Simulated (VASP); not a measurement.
Wanted: the native input for a VASP 6.6.1 run.

```
Task                   : single point
Functional             : PBE
Dispersion             : D3(BJ)
Potentials or basis    : VASP PAW PBE potentials, release 64 (B, N)
Cutoff                 : 520 eV
k mesh                 : 12 × 12 × 4
Occupations            : methfessel-paxton, width 0.05 eV
Spin                   : no spin polarisation
Dipole correction      : no
Further INCAR settings : ALGO = Normal; EDIFF = 1e-06; NBANDS = 16
```

The structure of BN lies in POSCAR:

```
BN
1.0
    2.5061127838      0.0000000000      0.0000000000
   -1.2530563919      2.1703573356      0.0000000000
    0.0000000000      0.0000000000      6.5923998870
B N
2 2
Direct
   -0.0723829998     -0.0294882317      0.5000000000
    0.3858684321      0.6562592202      0.0000000000
    0.0614762839      0.0080314294      0.0000000000
    0.6205081388      0.3560916720      0.5000000000
```

This cell differs from its parent crystal: atoms displaced along a vibrational mode.

These files were run (other wordings do the same):

INCAR

```
SYSTEM = BN
PREC = Accurate ; ENCUT = 520
EDIFF = 1E-6 ; ISMEAR = 1
SIGMA = 0.05 ; LREAL = .FALSE.
LASPH = .TRUE. ; NELM = 80
ALGO = Normal ; ISIF = 2
LWAVE = .FALSE. ; LCHARG = .FALSE.
GGA = PE ; IVDW = 12
NBANDS = 16
```

KPOINTS

```
regular mesh
0
G
  12 12 4
  0 0 0
```

Potentials or basis: VASP PAW PBE potentials, release 64 (B, N).

Command:

```console
$ cat potpaw_PBE.64/B/POTCAR potpaw_PBE.64/N/POTCAR > POTCAR
$ mpirun -np 1 vasp_std > vasp.out
```

Results of the run:

```yaml
Pressure: 3.2 GPa
Largest_force: 5.563 eV/Å
Band_gap_on_the_k_mesh: 3.94 eV (least direct gap 4.39 eV)
Dispersion_energy_per_atom: -0.142 eV
```

Caveat: the cell differs from its parent crystal (atoms displaced along a vibrational mode); the cell stands under pressure; forces of over 1 eV/Å act on the atoms, so gaps and moduli don't describe the material at rest.

Wall time 64 s on 1 thread of Intel(R) Xeon(R) 6975P-C (Granite Rapids), on a shared host, peak memory 0.24 GiB.
